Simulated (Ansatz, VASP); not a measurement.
**One calculation of TaN, two programs**

INCAR

```
SYSTEM = TaN
PREC     = Accurate       ! precision mode
ENCUT    = 600            ! plane-wave cutoff, eV
EDIFF    = 1E-7           ! SCF threshold, eV
ISMEAR   = -1             ! smearing method
SIGMA    = 0.05           ! smearing width, eV
LREAL    = .False.        ! projectors in reciprocal space
LASPH    = .True.         ! aspherical terms in the spheres
NELM     = 200            ! most SCF steps
ALGO     = Normal         ! electronic algorithm
ISIF     = 3              ! what is computed and relaxed
LWAVE    = .False.        ! write WAVECAR
LCHARG   = .False.        ! write CHGCAR
LMAXMIX  = 4              ! l up to which the mixer works
LDAU     = .True.         ! DFT+U
LDAUTYPE = 2            
LDAUL    = 2 -1           ! shell
LDAUU    = 5 0            ! U, eV
LDAUJ    = 0 0          
LDAUPRINT= 1            
GGA      = PE             ! functional
IBRION   = 2              ! ionic algorithm
NSW      = 60             ! ionic steps
EDIFFG   = -0.01          ! ionic threshold
GGA_COMPAT= .False.      
NELMIN   = 4
```

KPOINTS

```
Automatic mesh
0
Gamma
  10 10 9
  0 0 0
```

Contents of POSCAR:

```
TaN
1.0
    2.9380011100      0.0000000000      0.0000000000
   -1.4690005500      2.5443836000      0.0000000000
    0.0000000000      0.0000000000      2.8830022100
Ta N
1 1
Direct
    0.3333333333      0.6666666667      0.5000000000
    0.0000000000      0.0000000000      0.0000000000
```

input.yaml

```yaml
crystal:
  lattice:
    - [2.93800111, 0.0, 0.0]
    - [-1.46900055, 2.5443836, 0.0]
    - [0.0, 0.0, 2.88300221]
  atoms:
    - { symbol: Ta, position: [0.3333333333, 0.6666666667, 0.5] }
    - { symbol: "N", position: [0.0, 0.0, 0.0] }
hamiltonian:
  xc: pbe
  pseudopotentials: { kind: paw }
  hubbard: { sites: [{ species: Ta, l: d, u_eff: 5.0 }] }
kpoints:
  mp_grid: { grid: [10, 10, 9] }
scf:
  occupations: { method: fermi_dirac, width: 0.05 }
output:
  forces: true
  stress: true
  eigenvalues: true
relax:
  f_tol: 0.01
  max_steps: 40
  cell: { stress_tol: 0.05 }
```

Alike in both runs: task relaxation of cell and atoms; functional PBE; k mesh 10 × 10 × 9; occupations fermi-dirac, width 0.05 eV; no spin polarisation; Hubbard terms Ta d U = 5.0 eV.

|  | VASP | Ansatz |
| --- | --- | --- |
| version | VASP 6.6.1 | Ansatz 0.2.0 |
| potentials or method | VASP PAW PBE potentials, release 64 (Ta_sv_GW, N) | Ansatz PAW |
| plane-wave cutoff (eV) | 600 | 420 |
| valence electrons in the cell | 18 | 18 |

Ansatz gave:

* gap on the k mesh at the Fermi level, each at its own relaxed structure (eV): none
* relaxed volume (Å³/atom): 11.08
* relaxed cell length with the largest relative difference (Å): 2.902

Problem. Which values does VASP return?

Solution. gap on the k mesh at the Fermi level, each at its own relaxed structure (eV): none; relaxed volume (Å³/atom): 11.45; relaxed cell length with the largest relative difference (Å): 2.944.

The programs project onto different local orbitals, so the same U acts differently, and such runs can settle in different states. A gap of «none» marks a metal or a gap that the smearing closes.

Spin-orbit coupling is off throughout. Noted on Ansatz's run: the plane-wave basis is chosen anew once the cell has moved, so the energies of steps on either side of that aren't comparable.
